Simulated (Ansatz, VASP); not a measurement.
This is a calculation of Au for Ansatz 0.2.0.

File input.yaml:

```yaml
crystal:
  lattice:
    - [0.0, 2.0617793868, 2.0617793868]
    - [2.0617793868, 0.0, 2.0617793868]
    - [2.0617793868, 2.0617793868, 0.0]
  atoms:
    - { symbol: Au, position: [0.0, 0.0, 0.0] }
hamiltonian:
  xc: lda
  pseudopotentials: { kind: paw_fr }
magnetization:
  noncollinear: true
  spin_orbit: true
kpoints:
  mp_grid: { grid: [11, 11, 11] }
scf:
  occupations: { method: fermi_dirac, width: 0.05 }
output:
  forces: true
  stress: true
  eigenvalues: true
```

Potentials or basis: Ansatz PAW.

Launch:

```bash
$ ansatz run input.yaml --threads 2 --pin off --max-ram 5120MiB --backend cpu --events-out ev --progress --plain --runs-dir out
```

**Question.** Translate it to VASP 6.6.1. Potentials there: VASP PAW LDA potentials, release 64 (Au).

**Answer.** As run (the cutoff follows the program's own potentials):

Contents of INCAR:

```
ALGO = Fast ; EDIFF = 1E-6
ENCUT = 520 ; GGA_COMPAT = F
ISIF = 2 ; ISMEAR = -1
LASPH = T ; LCHARG = F
LMAXMIX = 4 ; LNONCOLLINEAR = T
LORBIT = 11 ; LORBMOM = T
LREAL = F ; LSORBIT = T
LWAVE = F ; MAGMOM = 0 0 0
NBANDS = 22 ; NELM = 150
PREC = Accurate ; SIGMA = 0.05
```

Contents of KPOINTS:

```
k-points
0
Gamma
  11 11 11
```

File POSCAR:

```
Au
1.0
    0.0000000000      2.0617793868      2.0617793868
    2.0617793868      0.0000000000      2.0617793868
    2.0617793868      2.0617793868      0.0000000000
Au
1
Direct
    0.0000000000      0.0000000000      0.0000000000
```

Potentials or basis: VASP PAW LDA potentials, release 64 (Au).

Command:

```bash
$ cat potpaw_LDA.64/Au/POTCAR > POTCAR
$ mpirun -np 1 vasp_ncl > vasp.out
```

Both were run:

|  | VASP | Ansatz | Ansatz less VASP |
| --- | --- | --- | --- |
| pressure (GPa) | -10.0 | -10.6 | -0.68 |
| net moment per atom (μB) | 0.00 | 0.00 | 0.000 |

LDA's correlation is that of Perdew and Zunger in VASP and of Perdew and Wang (1992) in Ansatz. VASP's potentials hold 11 valence electrons a cell and Ansatz's 19, so a difference there can come from the potentials and not from the codes.
